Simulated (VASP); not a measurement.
# BN (F-43m) in VASP: a series of runs

BN is run at these levels: PBE, HSE06, PBE0; tasks: single point, relaxation of cell and atoms.

Program: VASP 6.6.1. These are calculated values, not measurements. Logs are shortened: lines on timing, memory, paths and dates and some standing lists are left out, and cuts for length are marked.

**1. The cell of the first run**

It takes space group F-43m (No. 216, cubic). The conventional cell has a = 3.494 Å, b = 3.494 Å, c = 3.494 Å, α = 90.00°, β = 90.00°, γ = 90.00°. B (site symmetry -43m) has 4 N at 1.51 Å within 2.0 Å. N (site symmetry -43m) has 4 B at 1.51 Å within 2.0 Å.

**2. Single point, PBE**

The input, INCAR:

```
ALGO = Normal
EDIFF = 1E-6
ENCUT = 600
GGA = PE
GGA_COMPAT = False
ISIF = 2
ISMEAR = 0
LASPH = True
LCHARG = False
LREAL = False
LWAVE = False
NBANDS = 11
NELM = 120
PREC = Accurate
SIGMA = 0.01
```

The input, KPOINTS:

```
k-points
0
Gamma
  12 12 12
```

The input, POSCAR:

```
BN
1.0
    0.0000000000      1.7470776907      1.7470776907
    1.7470776907      0.0000000000      1.7470776907
    1.7470776907      1.7470776907      0.0000000000
B N
1 1
Direct
    0.0000000000      0.0000000000      0.0000000000
    0.7500000000      0.7500000000      0.7500000000
```

Potentials or basis: VASP PAW PBE potentials, release 64 (B, N).

On the command line:

```sh
$ cat potpaw_PBE.64/B/POTCAR potpaw_PBE.64/N/POTCAR > POTCAR
$ mpirun -np 1 vasp_std > vasp.out
```

OUTCAR:

```text
EDIFF = 1E-6
   ENCUT = 600
   GGA = PE
   ISIF = 2
   ISMEAR = 0
   LASPH = True
   LREAL = False
   NELM = 120
   PREC = Accurate

 ion  position               nearest neighbor table
   1  0.000  0.000  0.000-   2 1.51   2 1.51   2 1.51   2 1.51
   2  0.750  0.750  0.750-   1 1.51   1 1.51   1 1.51   1 1.51

  LATTYP: Found a face centered cubic cell.
 ALAT       =     3.4941553814

  Lattice vectors:

 A1 = (   0.0000000000,   1.7470776907,   1.7470776907)
 A2 = (   1.7470776907,   0.0000000000,   1.7470776907)
 A3 = (   1.7470776907,   1.7470776907,   0.0000000000)

Analysis of symmetry for initial positions (statically):
=====================================================================
 Subroutine PRICEL returns:
 Original cell was already a primitive cell.

 Routine SETGRP: Setting up the symmetry group for a
 face centered cubic supercell.

 Subroutine GETGRP returns: Found 24 space group operations
 (whereof 24 operations were pure point group operations)
 out of a pool of 48 trial point group operations.

The static configuration has the point symmetry T_d .

Analysis of symmetry for dynamics (positions and initial velocities):
=====================================================================
 Subroutine PRICEL returns:
 Original cell was already a primitive cell.

 Routine SETGRP: Setting up the symmetry group for a
 face centered cubic supercell.

 Subroutine GETGRP returns: Found 24 space group operations
 (whereof 24 operations were pure point group operations)
 out of a pool of 48 trial point group operations.

The dynamic configuration has the point symmetry T_d .

 Subroutine INISYM returns: Found 24 space group operations
 (whereof 24 operations are pure point group operations),
 and found     1 'primitive' translations

----------------------------------------------------------------------------------------

                                     Primitive cell

  volume of cell :      10.6651

  direct lattice vectors                    reciprocal lattice vectors
     0.000000000  1.747077691  1.747077691    -0.286192195  0.286192195  0.286192195
     1.747077691  0.000000000  1.747077691     0.286192195 -0.286192195  0.286192195
     1.747077691  1.747077691  0.000000000     0.286192195  0.286192195 -0.286192195

  length of vectors
     2.470740965  2.470740965  2.470740965     0.495699423  0.495699423  0.495699423

  position of ions in fractional coordinates (direct lattice)
     0.000000000  0.000000000  0.000000000
     0.750000000  0.750000000  0.750000000

  ion indices of the primitive-cell ions
   primitive index   ion index
                 1           1
                 2           2

----------------------------------------------------------------------------------------

 KPOINTS: k-points

Automatic generation of k-mesh.
 Grid dimensions read from file:
 generate k-points for:   12   12   12

 Generating k-lattice:

  Cartesian coordinates                     Fractional coordinates (reciprocal lattice)
    -0.023849350  0.023849350  0.023849350     0.083333333  0.000000000  0.000000000
     0.023849350 -0.023849350  0.023849350     0.000000000  0.083333333  0.000000000
     0.023849350  0.023849350 -0.023849350     0.000000000  0.000000000  0.083333333

  Length of vectors
     0.041308285  0.041308285  0.041308285

  Shift w.r.t. Gamma in fractional coordinates (k-lattice)
     0.000000000  0.000000000  0.000000000

 Subroutine IBZKPT returns following result:
 ===========================================

 Found     72 irreducible k-points:

 Following reciprocal coordinates:
            Coordinates               Weight
  0.000000  0.000000  0.000000      1.000000
  0.083333  0.000000  0.000000      8.000000
  0.166667  0.000000  0.000000      8.000000
  0.250000  0.000000  0.000000      8.000000
  0.333333  0.000000  0.000000      8.000000
  0.416667  0.000000  0.000000      8.000000
[... 16 lines left out ...]
  0.500000  0.166667  0.000000     24.000000
 -0.416667  0.166667  0.000000     24.000000
 [... further k-points ...]
   k-points           NKPTS =     72   k-points in BZ     NKDIM =     72   number of bands    NBANDS=     11
   number of dos      NEDOS =    301   number of ions     NIONS =      2
   total plane-waves  NPLWV =   8000
   dimension x,y,z NGX =    20 NGY =   20 NGZ =   20
   dimension x,y,z NGXF=    40 NGYF=   40 NGZF=   40
   ions per type =               1   1
   NGX,Y,Z   is equivalent  to a cutoff of  13.46, 13.46, 13.46 a.u.
   NGXF,Y,Z  is equivalent  to a cutoff of  26.91, 26.91, 26.91 a.u.
 SYSTEM =  unknown system
   PREC   = accura    normal or accurate (medium, high low for compatibility)
   ISTART =      0    job   : 0-new  1-cont  2-samecut
   ICHARG =      2    charge: 1-file 2-atom 10-const
   ISPIN  =      1    spin polarized calculation?
   LNONCOLLINEAR =      F non collinear calculations
   LSORBIT =      F    spin-orbit coupling
[... 55 lines left out ...]
 fundamental gap:      4.5603766950
 Fermi energy:         8.8036059300

 k-point     1 :       0.0000    0.0000    0.0000
  band No.  band energies     occupation
      1     -12.7264      2.00000
      2       8.7126      2.00000
      3       8.7126      2.00000
      4       8.7126      2.00000
      5      18.0193      0.00000
      6      18.0193      0.00000
      7      18.0193      0.00000
      8      20.7729      0.00000
      9      35.4346      0.00000
     10      37.7564      0.00000
     11      37.7564      0.00000

 k-point     2 :       0.0833    0.0000    0.0000
  band No.  band energies     occupation
      1     -12.5432      2.00000
      2       7.7335      2.00000
      3       8.5102      2.00000
      4       8.5102      2.00000
      5      18.3266      0.00000
      6      18.3266      0.00000
      7      18.3604      0.00000
      8      21.2715      0.00000
      9      34.9397      0.00000
     10      35.3589      0.00000
     11      35.3589      0.00000

 k-point     3 :       0.1667    0.0000    0.0000
  band No.  band energies     occupation
      1     -11.9996      2.00000
      2       5.4749      2.00000
      3       8.0207      2.00000
      4       8.0207      2.00000
      5      18.9266      0.00000
      6      19.0322      0.00000
      7      19.0322      0.00000
      8      22.4787      0.00000
      9      33.6865      0.00000
     10      33.6865      0.00000
     11      34.0570      0.00000

 k-point     4 :       0.2500    0.0000    0.0000
  band No.  band energies     occupation
      1     -11.1167      2.00000
      2       2.8119      2.00000
      3       7.4602      2.00000
      4       7.4602      2.00000
      5      19.4362      0.00000
      6      19.6822      0.00000
      7      19.6822      0.00000
      8      23.6818      0.00000
      9      33.2962      0.00000
     10      33.2962      0.00000
     11      33.4805      0.00000

 k-point     5 :       0.3333    0.0000    0.0000
  band No.  band energies     occupation
      1      -9.9527      2.00000
      2       0.2125      2.00000
      3       6.9851      2.00000
      4       6.9851      2.00000
      5      19.8578      0.00000
      6      19.9797      0.00000
      7      19.9797      0.00000
      8      24.4790      0.00000
      9      33.3805      0.00000
     10      34.2544      0.00000
     11      34.2544      0.00000
[... 211 lines left out ...]
 k-point    21 :       0.3333    0.1667    0.0000
  band No.  band energies     occupation
      1     -10.1463      2.00000
      2       2.1784      2.00000
      3       5.6280      2.00000
      4       6.0343      2.00000
      5      17.3199      0.00000
      6      22.1419      0.00000
      7      22.4300      0.00000
      8      22.5229      0.00000
      9      29.4233      0.00000
     10      37.1770      0.00000
     11      38.2522      0.00000

 k-point    22 :       0.4167    0.1667    0.0000
  band No.  band energies     occupation
      1      -8.9563      2.00000
      2      -0.1240      2.00000
      3       5.3249      2.00000
      4       5.4304      2.00000
      5      17.7140      0.00000
      6      22.2959      0.00000
      7      22.4777      0.00000
      8      23.6283      0.00000
      9      30.4108      0.00000
     10      36.9623      0.00000
     11      38.7126      0.00000

 k-point    23 :       0.5000    0.1667    0.0000
  band No.  band energies     occupation
      1      -7.8354      2.00000
      2      -1.8835      2.00000
      3       4.6804      2.00000
      4       5.5158      2.00000
      5      18.0490      0.00000
      6      22.1731      0.00000
      7      22.3540      0.00000
      8      25.0474      0.00000
      9      30.7889      0.00000
     10      37.2255      0.00000
     11      37.9173      0.00000

 k-point    24 :      -0.4167    0.1667    0.0000
  band No.  band energies     occupation
      1      -7.6108      2.00000
      2      -2.2001      2.00000
      3       4.2335      2.00000
      4       5.8679      2.00000
      5      18.5188      0.00000
      6      21.7305      0.00000
      7      22.2440      0.00000
      8      25.7699      0.00000
      9      31.0910      0.00000
     10      35.3664      0.00000
     11      37.5331      0.00000

 [... further k-points ...]
[... 5 lines left out ...]
  --------------------------------------------------------------------------------------
  -------------------------------------------------------------------------------------
  Total        3.3477973      3.3477973      3.3477973     -0.0000000     -0.0000000     -0.0000000
  in kB      502.9248459    502.9248459    502.9248459     -0.0000000     -0.0000000     -0.0000000
  external PRESSURE =     502.9248459 kB  Pullay stress =       0.0000000 kB

 VOLUME and BASIS-vectors are now :
 -----------------------------------------------------------------------------
  energy-cutoff  :      600.00
  volume of cell :       10.67
      direct lattice vectors                 reciprocal lattice vectors
     0.000000000  1.747077691  1.747077691    -0.286192195  0.286192195  0.286192195
     1.747077691  0.000000000  1.747077691     0.286192195 -0.286192195  0.286192195
     1.747077691  1.747077691  0.000000000     0.286192195  0.286192195 -0.286192195

 POSITION                                       TOTAL-FORCE (eV/Angst)
 -----------------------------------------------------------------------------------
      0.00000      0.00000      0.00000         0.000000      0.000000     -0.000000
      2.62062      2.62062      2.62062        -0.000000     -0.000000      0.000000
 -----------------------------------------------------------------------------------
    total drift:                               -0.000000     -0.000000     -0.000000

  FREE ENERGIE OF THE ION-ELECTRON SYSTEM (eV)
  ---------------------------------------------------
  free  energy   TOTEN  =       -17.2718379758 eV

  energy  without entropy=      -17.2718379758  energy(sigma->0) =      -17.27183798
```

Wall time 16 s (1 thread of Intel Xeon 8259CL, shared host); peak memory 0.12 GiB.

What came out:

```
Free energy            : -17.2718 eV
Pressure               : 50.3 GPa
Band gap on the k mesh : 4.56 eV (least direct gap 9.31 eV)
```

Levels at points of the mesh, in eV from the valence-band top:
```
           k point  band 1  band 2  band 3  band 4  band 5  band 6  band 7  band 8
(0.00, 0.00, 0.00)  -21.44    0.00    0.00    0.00    9.31    9.31    9.31   12.06
(0.50, 0.00, 0.00)  -16.72  -11.67   -2.14   -2.14   11.27   11.27   11.52   16.31
(0.50, 0.50, 0.00)  -15.21   -9.61   -5.43   -5.43    4.56    9.80   19.54   19.54
```

Caveat: the cell stands under pressure.

**3. Relaxation of cell and atoms, PBE, target pressure 50 GPa, at which the enthalpy is minimised**

This run uses another cell than the first one, of 5.95 Å³/atom.

The input, INCAR:

```
PREC = Accurate
ENCUT = 600
EDIFF = 1E-7
ISMEAR = 0
SIGMA = 0.01
LREAL = False
LASPH = True
NELM = 120
ALGO = Normal
ISIF = 3
LWAVE = False
LCHARG = False
GGA = PE
IBRION = 2
NSW = 80
EDIFFG = -0.001
PSTRESS = 500.0
GGA_COMPAT = False
NELMIN = 4
```

The input, KPOINTS:

```
regular mesh
0
Gamma
  12 12 12
```

The input, POSCAR:

```
BN
1.0
    0.0000000000      1.8123386229      1.8123386229
    1.8123386229      0.0000000000      1.8123386229
    1.8123386229      1.8123386229      0.0000000000
B N
1 1
Direct
    0.0000000000      0.0000000000      0.0000000000
    0.7500000000      0.7500000000      0.7500000000
```

Potentials or basis: VASP PAW PBE potentials, release 64 (B, N).

On the command line:

```sh
$ cat potpaw_PBE.64/B/POTCAR potpaw_PBE.64/N/POTCAR > POTCAR
$ mpirun -np 1 vasp_std > vasp.out
```

Wall time 53 s (1 thread of Intel Xeon 8259CL, shared host); peak memory 0.12 GiB.

It converged, with:

```
Free energy                                                : -17.2778 eV
Relaxed volume                                             : 5.33 Å³/atom
Relaxed cell                                               : a = 2.471 Å, b = 2.471 Å, c = 2.471 Å, α = 60.00°, β = 60.00°, γ = 60.00°
Space group after relaxing (to 0.1 Å)                      : F-43m (No. 216)
Energy change on relaxing (the run minimises the enthalpy) : +88.4 meV/atom
Ionic steps                                                : 7
Pressure after relaxing                                    : 50.0 GPa
Band gap on the k mesh                                     : 4.56 eV (least direct gap 9.30 eV)
```

The path:
```csv
step,energy change (eV),largest force (eV/Å),pressure (GPa),volume (Å³)
1,0.0000,0.0000,-0.04,11.91
2,1.2883,0.0000,175.59,8.98
3,0.1592,0.0000,47.05,10.73
4,0.1744,0.0000,49.61,10.68
5,0.1819,0.0000,50.83,10.65
6,0.1702,0.0000,48.91,10.69
7,0.1769,0.0000,50.01,10.67
```

Final structure:
```xyz
2
Lattice="0.0000 1.7473 1.7473 1.7473 0.0000 1.7473 1.7473 1.7473 0.0000" Properties=species:S:1:pos:R:3 pbc="T T T"
B     0.0000    0.0000    0.0000
N     2.6210    2.6210    2.6210
```

Levels at points of the mesh, in eV from the valence-band top:
```
           k point  band 1  band 2  band 3  band 4  band 5  band 6  band 7  band 8
(0.00, 0.00, 0.00)  -21.43    0.00    0.00    0.00    9.30    9.30    9.30   12.05
(0.50, 0.00, 0.00)  -16.72  -11.66   -2.14   -2.14   11.26   11.26   11.51   16.30
(0.50, 0.50, 0.00)  -15.21   -9.61   -5.43   -5.43    4.56    9.80   19.53   19.53
```

Caveat: the cell is relaxed towards a set pressure, so the run minimises the enthalpy, not the energy.

**4. Single point, HSE06**

This run uses another cell than the first one, of 5.95 Å³/atom.

The input, POSCAR:

```
BN
1.0
    0.0000000000      1.8123485118      1.8123485118
    1.8123485118      0.0000000000      1.8123485118
    1.8123485118      1.8123485118      0.0000000000
B N
1 1
Direct
    0.0000000000      0.0000000000      0.0000000000
    0.7500000000      0.7500000000      0.7500000000
```

The input, INCAR.step1:

```
SYSTEM = BN
  ALGO = Normal
  EDIFF = 1E-5
  ENCUT = 520
  GGA = PE
  ISIF = 2
  ISMEAR = 0
  LASPH = .TRUE.
  LCHARG = .FALSE.
  LREAL = .FALSE.
  LWAVE = .TRUE.
  NBANDS = 11
  NELM = 60
  PREC = Accurate
  SIGMA = 0.02
```

The input, INCAR.step2:

```
SYSTEM = BN
  ALGO = Normal
  EDIFF = 1E-6
  ENCUT = 520
  GGA = PE
  HFSCREEN = 0.2079
  ISIF = 2
  ISMEAR = 0
  ISTART = 1
  LASPH = .TRUE.
  LCHARG = .FALSE.
  LHFCALC = .TRUE.
  LREAL = .FALSE.
  LWAVE = .FALSE.
  NBANDS = 11
  NELM = 60
  PREC = Accurate
  PRECFOCK = Normal
  SIGMA = 0.02
```

The input, KPOINTS:

```
k-points
0
G
  8 8 8
  0 0 0
```

On the command line:

```sh
$ cat potpaw_PBE.64/B/POTCAR potpaw_PBE.64/N/POTCAR > POTCAR
$ cp INCAR.step1 INCAR
$ mpirun -np 1 vasp_std > vasp.out
$ cp INCAR.step2 INCAR
$ mpirun -np 1 vasp_std > vasp.out
```

It took 9.2 min on 1 thread of Intel Xeon Platinum 8375C at 2.90GHz (Ice Lake), shared host; peak memory 0.22 GiB.

The run converged. Its results:

```
Free energy            : -20.3218 eV
Pressure               : -8.7 GPa
Band gap on the k mesh : 5.76 eV (least direct gap 10.51 eV)
```

Levels at points of the mesh, in eV from the valence-band top:
| k point | band 2 | band 3 | band 4 | band 5 | band 6 | band 7 |
| --- | --- | --- | --- | --- | --- | --- |
| (0.00, 0.00, 0.00) | 0.00 | 0.00 | 0.00 | 10.51 | 10.51 | 10.51 |
| (0.50, 0.00, 0.00) | -11.55 | -2.09 | -2.09 | 11.73 | 12.46 | 12.46 |
| (0.50, 0.50, 0.00) | -9.71 | -5.27 | -5.27 | 5.76 | 10.68 | 20.32 |

Caveat: the cell stands under tension; the PAW data sets were made with another functional, which shifts forces and pressure a little.

**5. Single point, PBE0**

This run uses another cell than the first one, of 5.95 Å³/atom.

POSCAR is that of step 4.

The input, INCAR.step1:

```
PREC     = Accurate       # precision mode
ENCUT    = 520            # plane-wave cutoff, eV
EDIFF    = 1E-5           # SCF threshold, eV
ISMEAR   = 0              # smearing method
SIGMA    = 0.02           # smearing width, eV
LREAL    = False          # projectors in reciprocal space
LASPH    = True           # aspherical terms in the spheres
NELM     = 80             # most SCF steps
ALGO     = Normal         # electronic algorithm
ISIF     = 2              # what is computed and relaxed
LWAVE    = True           # write WAVECAR
GGA      = PE             # functional
NBANDS   = 11             # bands
```

The input, INCAR.step2:

```
PREC     = Accurate       # precision mode
ENCUT    = 520            # plane-wave cutoff, eV
EDIFF    = 1E-6           # SCF threshold, eV
ISMEAR   = 0              # smearing method
SIGMA    = 0.02           # smearing width, eV
LREAL    = False          # projectors in reciprocal space
LASPH    = True           # aspherical terms in the spheres
NELM     = 80             # most SCF steps
ALGO     = Normal         # electronic algorithm
ISIF     = 2              # what is computed and relaxed
LWAVE    = False          # write WAVECAR
LCHARG   = True           # write CHGCAR
GGA      = PE             # functional
LHFCALC  = True           # exact exchange
AEXX     = 0.25           # exact-exchange fraction
PRECFOCK = Normal       
LELF     = True           # ELF
LVHAR    = True         
ISTART   = 1            
NBANDS   = 11             # bands
```

The input, KPOINTS:

```
Automatic mesh
0
Gamma
  8 8 8
```

On the command line:

```sh
$ cat potpaw_PBE.64/B/POTCAR potpaw_PBE.64/N/POTCAR > POTCAR
$ cp INCAR.step1 INCAR
$ mpirun -np 1 vasp_std > vasp.out
$ cp INCAR.step2 INCAR
$ mpirun -np 1 vasp_std > vasp.out
```

It took 11 min on 1 thread of Intel Xeon Platinum 8375C at 2.90GHz (Ice Lake), shared host; peak memory 0.13 GiB.

It converged, with:

```
Free energy            : -21.2766 eV
Pressure               : -8.7 GPa
Band gap on the k mesh : 6.54 eV (least direct gap 11.28 eV)
```

Levels at points of the mesh, in eV from the valence-band top:
```tsv
k point	band 1	band 2	band 3	band 4	band 5	band 6	band 7	band 8	band 9
(0.00, 0.00, 0.00)	-22.04	0.00	0.00	0.00	11.28	11.28	11.28	12.78	27.36
(0.50, 0.00, 0.00)	-17.56	-11.59	-2.10	-2.10	12.52	13.25	13.25	18.08	26.22
(0.50, 0.50, 0.00)	-16.08	-9.75	-5.29	-5.29	6.54	11.47	21.12	21.12	23.89
```

Caveat: the cell stands under tension; the PAW data sets were made with another functional, which shifts forces and pressure a little. A k mesh can miss the band edges.

**6. Overview**

| task | level | cell | k mesh | cutoff (eV) | smearing | grid for exact exchange (PRECFOCK) | share of exact exchange | screening parameter | gap on the mesh (eV) | pressure (GPa) |
| --- | --- | --- | --- | --- | --- | --- | --- | --- | --- | --- |
| single point | PBE | a = 2.471 Å, angles 60.0°, 2 atoms | 12 × 12 × 12 | 600 | gaussian 0.01 eV | - | - | - | 4.56 | 50.3 |
| relaxation of cell and atoms | PBE | relaxed to 50 GPa from a = 2.563 Å, angles 60.0°, 2 atoms | 12 × 12 × 12 | 600 | gaussian 0.01 eV | - | - | - | 4.56 | 50.0 |
| single point | HSE06 | a = 2.563 Å, angles 60.0°, 2 atoms | 8 × 8 × 8 | 520 | gaussian 0.02 eV | Normal | 0.25 | 0.2079 1/Å | 5.76 | -8.7 |
| single point | PBE0 | a = 2.563 Å, angles 60.0°, 2 atoms | 8 × 8 × 8 | 520 | gaussian 0.02 eV | Normal | 0.25 | - | 6.54 | -8.7 |

Alike in all rows: potentials or basis VASP PAW PBE potentials, release 64 (B, N); no spin polarisation.

Caveats: the cell stands under tension (at least some runs); the PAW data sets were made with another functional, which shifts forces and pressure a little (at least some runs); the cell stands under pressure (at least some runs); the cell is relaxed towards a set pressure, so the run minimises the enthalpy, not the energy (at least some runs).

Absolute energies hang on the potentials; compare differences alone.
